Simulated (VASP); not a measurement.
# MoS2 (P6_3/mmc) in VASP: dielectric tensor with PBE

Aim: the dielectric tensor of MoS2 with PBE.

Program: VASP 6.6.1. These are calculated values, not measurements. Logs are shortened: lines on timing, memory, paths and dates and some standing lists are left out, and cuts for length are marked.

## (1) The cell of the first run

Symmetry: P6_3/mmc, No. 194, hexagonal system. Conventional cell: a = 3.173 Å, b = 3.173 Å, c = 12.436 Å, α = 90.00°, β = 90.00°, γ = 120.00°. Mo (site symmetry -6m2) has 6 S at 2.40 Å and 6 Mo at 3.17 Å within 3.2 Å. Within 3.2 Å of S (site symmetry 3m) lie 3 Mo at 2.40 Å and 7 S at 3.11 to 3.17 Å.

## (2) Dielectric tensor, PBE

The input, INCAR:

```
SYSTEM = MoS2
  PREC = Accurate
  ENCUT = 520
  EDIFF = 1E-8
  ISMEAR = 0
  SIGMA = 0.01
  LREAL = .FALSE.
  LASPH = .TRUE.
  NELM = 80
  ALGO = Normal
  ISIF = 2
  LWAVE = .FALSE.
  LCHARG = .FALSE.
  GGA = PE
  LEPSILON = .TRUE.
```

The input, KPOINTS:

```
regular mesh
0
G
  9 9 2
  0 0 0
```

The input, POSCAR:

```
MoS2
1.0
    3.1730194928      0.0000000000      0.0000000000
   -1.5865097464      2.7479154875      0.0000000000
    0.0000000000      0.0000000000     12.4359059508
Mo S
2 4
Direct
    0.3333333333      0.6666666667      0.2500000000
    0.6666666667      0.3333333333      0.7500000000
    0.3333333333      0.6666666667      0.6249005412
    0.6666666667      0.3333333333      0.1249005412
    0.3333333333      0.6666666667      0.8750994588
    0.6666666667      0.3333333333      0.3750994588
```

Potentials or basis: VASP PAW PBE potentials, release 64 (Mo_sv, S).

Command:

```bash
> cat potpaw_PBE.64/Mo_sv/POTCAR potpaw_PBE.64/S/POTCAR > POTCAR
> mpirun -np 1 vasp_std > vasp.out
```

OUTCAR:

```text
SYSTEM = MoS2
   PREC = Accurate
   ENCUT = 520
   EDIFF = 1E-8
   ISMEAR = 0
   LREAL = .FALSE.
   LASPH = .TRUE.
   NELM = 80
   ISIF = 2
   GGA = PE
   LEPSILON = .TRUE.

 ion  position               nearest neighbor table
   1  0.333  0.667  0.250-   4 2.40   6 2.40   4 2.40   6 2.40   4 2.40   6 2.40
   2  0.667  0.333  0.750-   3 2.40   5 2.40   3 2.40   5 2.40   3 2.40   5 2.40
   3  0.333  0.667  0.625-   2 2.40   2 2.40   2 2.40
   4  0.667  0.333  0.125-   1 2.40   1 2.40   1 2.40
   5  0.333  0.667  0.875-   2 2.40   2 2.40   2 2.40
   6  0.667  0.333  0.375-   1 2.40   1 2.40   1 2.40

  LATTYP: Found a hexagonal cell.
 ALAT       =     3.1730194928
 C/A-ratio  =     3.9192655384

  Lattice vectors:

 A1 = (   3.1730194928,   0.0000000000,   0.0000000000)
 A2 = (  -1.5865097464,   2.7479154875,   0.0000000000)
 A3 = (   0.0000000000,   0.0000000000,  12.4359059508)

Analysis of symmetry for initial positions (statically):
=====================================================================
 Subroutine PRICEL returns:
 Original cell was already a primitive cell.

 Routine SETGRP: Setting up the symmetry group for a
 hexagonal supercell.

 Subroutine GETGRP returns: Found 24 space group operations
 (whereof 12 operations were pure point group operations)
 out of a pool of 24 trial point group operations.

The static configuration has the point symmetry D_3d.
 The point group associated with its full space group is D_6h.

Analysis of symmetry for dynamics (positions and initial velocities):
=====================================================================
 Subroutine PRICEL returns:
 Original cell was already a primitive cell.

 Routine SETGRP: Setting up the symmetry group for a
 hexagonal supercell.

 Subroutine GETGRP returns: Found 24 space group operations
 (whereof 12 operations were pure point group operations)
 out of a pool of 24 trial point group operations.

The dynamic configuration has the point symmetry D_3d.
 The point group associated with its full space group is D_6h.

 Subroutine INISYM returns: Found 24 space group operations
 (whereof 12 operations are pure point group operations),
 and found     1 'primitive' translations

----------------------------------------------------------------------------------------

                                     Primitive cell

  volume of cell :     108.4310

  direct lattice vectors                    reciprocal lattice vectors
     3.173019493  0.000000000  0.000000000     0.315157219  0.181956105  0.000000000
    -1.586509746  2.747915487  0.000000000     0.000000000  0.363912211  0.000000000
     0.000000000  0.000000000 12.435905951     0.000000000  0.000000000  0.080412316

  length of vectors
     3.173019493  3.173019493 12.435905951     0.363912211  0.363912211  0.080412316

  position of ions in fractional coordinates (direct lattice)
     0.333333333  0.666666667  0.250000000
     0.666666667  0.333333333  0.750000000
     0.333333333  0.666666667  0.624900541
     0.666666667  0.333333333  0.124900541
     0.333333333  0.666666667  0.875099459
     0.666666667  0.333333333  0.375099459

  ion indices of the primitive-cell ions
   primitive index   ion index
                 1           1
                 2           2
                 3           3
                 4           4
                 5           5
                 6           6

----------------------------------------------------------------------------------------

 KPOINTS: regular mesh

Automatic generation of k-mesh.
 Grid dimensions read from file:
 generate k-points for:    9    9    2

[... 96 lines left out ...]
  volume of cell :      108.43
 maximum number of plane-waves:      2942
 NGX is ok and might be reduce to    24
   NGX = 11   NGY = 11   NGZ = 47

--------------------------------------- Ionic step        1  -------------------------------------------

 number of electron      51.9999999 magnetization

 E-fermi :   7.4538     XC(G=0): -10.7283

 val. band max:        7.3323050576   @ k =   0.0000   0.0000   0.0000
 cond. band min:       8.3557248072   @ k =   0.2222   0.1111   0.0000
 fundamental gap:      1.0234197496
 Fermi energy:         7.4538287335

 k-point     1 :       0.0000    0.0000    0.0000
  band No.  band energies     occupation
      1     -54.1698      2.00000
      2     -54.1698      2.00000
      3     -28.3188      2.00000
      4     -28.3188      2.00000
      5     -28.1057      2.00000
      6     -28.1057      2.00000
[... 805 lines left out ...]
     30       9.7031      0.00000
     31      10.2485      0.00000

  FORCE on cell =-STRESS in cart. coord.  units (eV):
  Direction    XX          YY          ZZ          XY          YZ          ZX
  --------------------------------------------------------------------------------------
  -------------------------------------------------------------------------------------
  Total        1.2279311      1.2279311      2.1376245      0.0000000      0.0000000      0.0000000
  in kB       18.1439163     18.1439163     31.5855510      0.0000000      0.0000000      0.0000000
  external PRESSURE =      22.6244612 kB  Pullay stress =       0.0000000 kB

 VOLUME and BASIS-vectors are now :
 -----------------------------------------------------------------------------
  energy-cutoff  :      520.00
  volume of cell :      108.43
      direct lattice vectors                 reciprocal lattice vectors
     3.173019493  0.000000000  0.000000000     0.315157219  0.181956105  0.000000000
    -1.586509746  2.747915487  0.000000000     0.000000000  0.363912211  0.000000000
     0.000000000  0.000000000 12.435905951     0.000000000  0.000000000  0.080412316

 POSITION                                       TOTAL-FORCE (eV/Angst)
 -----------------------------------------------------------------------------------
     -0.00000      1.83194      3.10898        -0.000000      0.000000      0.000000
      1.58651      0.91597      9.32693         0.000000     -0.000000      0.000000
     -0.00000      1.83194      7.77120        -0.000000     -0.000000     -0.098077
      1.58651      0.91597      1.55325        -0.000000      0.000000     -0.098077
     -0.00000      1.83194     10.88265         0.000000     -0.000000      0.098077
      1.58651      0.91597      4.66470        -0.000000      0.000000      0.098077
 -----------------------------------------------------------------------------------
    total drift:                               -0.000000      0.000000     -0.000000

  FREE ENERGIE OF THE ION-ELECTRON SYSTEM (eV)
  ---------------------------------------------------
  free  energy   TOTEN  =       -43.6324625538 eV

  energy  without entropy=      -43.6324625538  energy(sigma->0) =      -43.63246255

 HEAD OF MICROSCOPIC STATIC DIELECTRIC TENSOR (INDEPENDENT PARTICLE, excluding Hartree and local field effects)
 ------------------------------------------------------
          16.032919    -0.000000     0.000000
           0.000000    16.032919     0.000000
           0.000000    -0.000000     9.520948
 ------------------------------------------------------

 Free energy of the ion-electron system (eV)
  ---------------------------------------------------
  ---------------------------------------------------
  free energy    TOTEN  =        -4.56837512 eV

  energy without entropy =       -4.56837512

------------------------ aborting loop because EDIFF is reached ----------------------------------------

--------------------------------------- Ionic step        2  -------------------------------------------

------------------------ aborting loop because EDIFF is reached ----------------------------------------

--------------------------------------- Ionic step        3  -------------------------------------------

 Free energy of the ion-electron system (eV)
  ---------------------------------------------------
  ---------------------------------------------------
  free energy    TOTEN  =        -1.62571711 eV

  energy without entropy =       -1.62571711

------------------------ aborting loop because EDIFF is reached ----------------------------------------

 PIEZOELECTRIC TENSOR FIELD DIRECTION 3  (e Angst)
 -----------------------------------------------------------------------------
     0.00030  0.00000  0.00000           (  0.00000  0.00000  0.00000)
     0.00000  0.00030  0.00000           (  0.00000  0.00000  0.00000)
     0.00000  0.00000 -0.00049           (  0.00000  0.00000 -0.00001)

 PIEZOELECTRIC TENSOR FIELD DIRECTION 3  (C/m^2)
 -----------------------------------------------------------------------------
     0.00004  0.00000  0.00000
     0.00000  0.00004  0.00000
     0.00000  0.00000 -0.00007

 MACROSCOPIC STATIC DIELECTRIC TENSOR (including local field effects in DFT)
 ------------------------------------------------------
          15.207661    -0.000000    -0.000000
          -0.000000    15.207661     0.000000
           0.000000     0.000000     6.079787
 ------------------------------------------------------

 PIEZOELECTRIC TENSOR (including local field effects)  for field in x, y, z        (e  Angst)
          XX          YY          ZZ          XY          YZ          ZX
  --------------------------------------------------------------------------------
  x     0.00000     0.00000     0.00000     0.00000     0.00000     0.00000
  y     0.00000     0.00000     0.00000     0.00000     0.00000     0.00000
  z     0.00000     0.00000     0.00000     0.00000     0.00000     0.00000

 PIEZOELECTRIC TENSOR (including local field effects)  for field in x, y, z        (C/m^2)
          XX          YY          ZZ          XY          YZ          ZX
  --------------------------------------------------------------------------------
  x     0.00000     0.00000     0.00000     0.00000     0.00000     0.00000
  y     0.00000     0.00000     0.00000     0.00000     0.00000     0.00000
  z     0.00000     0.00000     0.00000     0.00000     0.00000     0.00000

 BORN EFFECTIVE CHARGES (including local field effects) (in |e|, cummulative output)
 ---------------------------------------------------------------------------------
 ion    1
    1    -0.98480     0.00000     0.00000
    2    -0.00000    -0.98480     0.00000
    3     0.00000     0.00000    -0.57329
 ion    2
    1    -0.98480     0.00000     0.00000
    2    -0.00000    -0.98480     0.00000
    3    -0.00000     0.00000    -0.57329
 ion    3
    1     0.49240     0.00000     0.00000
    2     0.00000     0.49240     0.00000
    3    -0.00000     0.00000     0.28665
 ion    4
    1     0.49240     0.00000     0.00000
    2     0.00000     0.49240     0.00000
    3     0.00000    -0.00000     0.28665
 ion    5
    1     0.49240     0.00000    -0.00000
    2     0.00000     0.49240     0.00000
    3     0.00000    -0.00000     0.28665
 ion    6
    1     0.49240     0.00000     0.00000
    2     0.00000     0.49240     0.00000
    3     0.00000     0.00000     0.28665
```

Run time: 21 min. Hardware: 1 thread of Intel Xeon Platinum 8259CL at 2.50GHz (Skylake/Cascade Lake), shared host; peak memory 0.51 GiB.

Results:

- Band gap on the k mesh: 1.02 eV (least direct gap 1.64 eV)
- Electronic dielectric tensor (diagonal): 15.21, 15.21, 6.08
- Born charges (mean of the diagonal): Mo -0.85; S +0.42 e

Electronic dielectric tensor:
```
15.21  0.00  0.00
 0.00 15.21  0.00
 0.00  0.00  6.08
```

Born effective charge tensors (e):
atom 1, Mo
```
-0.98  0.00  0.00
 0.00 -0.98  0.00
 0.00  0.00 -0.57
```
atom 2, Mo
```
-0.98  0.00  0.00
 0.00 -0.98  0.00
 0.00  0.00 -0.57
```
atom 3, S
```
0.49 0.00 0.00
0.00 0.49 0.00
0.00 0.00 0.29
```
atom 4, S
```
0.49 0.00 0.00
0.00 0.49 0.00
0.00 0.00 0.29
```
atom 5, S
```
0.49 0.00 0.00
0.00 0.49 0.00
0.00 0.00 0.29
```
atom 6, S
```
0.49 0.00 0.00
0.00 0.49 0.00
0.00 0.00 0.29
```

Caveat: an odd mesh through Γ misses points on the zone boundary, where band edges can lie; this functional lacks dispersion, which binds the layers, so the pressure and a relaxed spacing across them are unreliable.
